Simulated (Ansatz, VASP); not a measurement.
Two plane-wave programs on Hg

```
CELL_PARAMETERS angstrom
-1.76328 1.76328 1.76328
1.76328 -1.76328 1.76328
1.76328 1.76328 -1.76328
ATOMIC_POSITIONS crystal
Hg 0.00000 0.00000 0.00000
```

Alike in both runs: task single point; functional PBEsol; k mesh 14 × 14 × 14; occupations fermi-dirac, width 0.1 eV; no spin polarisation.

```csv
,VASP,Ansatz
version,VASP 6.6.1,Ansatz 0.2.0
potentials or method,"VASP PAW PBE potentials, release 64 (Hg), cutoff 520 eV","plane waves (420 eV) with PAW, scalar-relativistic"
valence electrons in the cell,12,20
```

|  | VASP | Ansatz | Ansatz less VASP |
| --- | --- | --- | --- |
| pressure (GPa) | 4.8 | 4.2 | -0.54 |

VASP's potentials were made for PBE, not for PBEsol, and Ansatz warns of the same on its side. VASP's potentials hold 12 valence electrons a cell and Ansatz's 20, so a difference there can come from the potentials and not from the codes.

Spin-orbit coupling is off throughout.
